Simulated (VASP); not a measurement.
**Al2O3: single point with PBE**

The system is Al2O3.

```xyz
15
Lattice="5.1449 0.0334 -0.0402 0.0334 5.5016 -0.0056 -0.0402 -0.0056 5.2915" Properties=species:S:1:pos:R:3 pbc="T T T"
Al    0.3823    4.6827    2.8049
Al    3.7764    3.3549    4.4637
Al    0.7308   -0.1027    5.6143
Al    3.4151    0.8557    0.1496
Al    0.6047    2.0985    3.6204
Al    2.3599    3.3650    1.4341
O     6.5846    1.4675    5.1073
O    -0.7424    0.1906    1.4741
O     4.0068    1.6999    3.7426
O     1.7270    0.4535    2.9146
O     2.7903    3.3074    3.0813
O     2.3587    4.7696    0.2915
O     3.3754    2.5600    0.6335
O     5.3711    3.9194    4.5499
O     0.7527    3.0785    2.0213
```

* Program: VASP 6.6.1
* Task: single point
* Functional: PBE
* Potentials or basis: VASP PAW PBE potentials, release 64 (Al, O)
* Cutoff: 520 eV
* k mesh: 1 × 1 × 1
* Occupations: fermi-dirac, width 0.2585 eV
* Spin: no spin polarisation

| Property | Result |
| --- | --- |
| Pressure | 17.9 GPa |
| Largest force | 7.581 eV/Å |
| Band gap on the k mesh | 1.39 eV |

Forces on the atoms (eV/Å):
```
Al   1.033  2.450 -0.280
Al  -4.440 -0.758  0.552
Al  -1.155  1.911  0.035
Al  -3.424  1.197 -1.002
Al   3.755 -3.238 -1.230
Al  -3.638  3.153  4.298
O   -1.414  1.060 -0.403
O    3.513 -2.269 -0.108
O    2.968 -3.221  1.892
O   -3.790 -1.156 -0.699
O   -0.034  3.328  0.888
O    3.269 -1.624  0.382
O    6.080 -3.597 -2.749
O    0.313  2.040 -1.913
O   -3.035  0.724  0.338
```

Stress tensor (GPa, compression positive):
```
 24.30 -11.35  -0.95
-11.35  14.61   6.33
 -0.95   6.33  14.67
```

Levels at points of the mesh, in eV from the valence-band top:
```csv
k point,band 32,band 33,band 34,band 35,band 36,band 37,band 38,band 39,band 40,band 41
"(0.00, 0.00, 0.00)",-1.49,-1.41,-1.02,-0.04,0.00,1.39,4.34,5.21,5.88,6.79
```

Run time: 17 s on 1 thread of Intel(R) Xeon(R) Platinum 8488C (Sapphire Rapids), with other jobs on the host, peak memory 0.22 GiB.

Caveat: the k points lie up to 1.22 Å⁻¹ apart.
